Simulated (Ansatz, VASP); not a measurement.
## AlN: VASP beside Ansatz

The input INCAR:

```
SYSTEM = AlN
ALGO = Normal
EDIFF = 1E-6
ENCUT = 520
GGA = PS
ISIF = 2
ISMEAR = 0
LASPH = .True.
LCHARG = .False.
LREAL = .False.
LWAVE = .False.
NBANDS = 16
NELM = 60
PREC = Accurate
SIGMA = 0.05
```

KPOINTS

```
k-points
0
Gamma
  9 9 6
  0 0 0
```

File POSCAR:

```
AlN
1.0
    3.2024000000      0.0000000000      0.0000000000
   -1.6012000000      2.7733597531      0.0000000000
    0.0000000000      0.0000000000      4.0986000000
Al N
2 2
Direct
    0.3333333333      0.6666666667      0.7500000000
    0.6666666667      0.3333333333      0.2500000000
    0.3333333333      0.6666666667      0.2500000000
    0.6666666667      0.3333333333      0.7500000000
```

Input for Ansatz:

```yaml
crystal:
  lattice:
    - [3.2024, 0.0, 0.0]
    - [-1.6012, 2.7733597531, 0.0]
    - [0.0, 0.0, 4.0986]
  atoms:
    - { symbol: Al, position: [0.3333333333, 0.6666666667, 0.75] }
    - { symbol: Al, position: [0.6666666667, 0.3333333333, 0.25] }
    - { symbol: "N", position: [0.3333333333, 0.6666666667, 0.25] }
    - { symbol: "N", position: [0.6666666667, 0.3333333333, 0.75] }
basis:
  ecutwfc: 520.0
kpoints:
  mp_grid: { grid: [9, 9, 6] }
hamiltonian:
  xc: pbesol
  pseudopotentials: { kind: paw, azcp: { folder: soft_1 } }
scf:
  occupations: { method: gaussian, width: 0.05 }
output:
  forces: true
  stress: true
  eigenvalues: true
  write_density: true
  write_potential: true
  elf: true
  volumetric_format: npy
```

Alike in both runs: task single point; functional PBEsol; k mesh 9 × 9 × 6; occupations gaussian, width 0.05 eV; no spin polarisation.

|  | VASP | Ansatz |
| --- | --- | --- |
| version | VASP 6.6.1 | Ansatz 0.2.0 |
| potentials or method | VASP PAW PBE potentials, release 64 (Al, N), cutoff 520 eV | scalar-relativistic, plane waves, PAW |
| valence electrons in the cell | 16 | 16 |

VASP gave:

- gap on the k mesh at the Fermi level (eV): 3.82
- least direct gap on the mesh (eV): 3.82
- pressure (GPa): 18.4
- traceless stress, the component that is largest in VASP (GPa): -6.10

Q: Estimate Ansatz's values.

A: gap on the k mesh at the Fermi level (eV): 3.81; least direct gap on the mesh (eV): 3.81; pressure (GPa): 18.3; traceless stress, the component that is largest in VASP (GPa): -6.03.

VASP's potentials were made for PBE, not for PBEsol, and Ansatz warns of the same on its side.
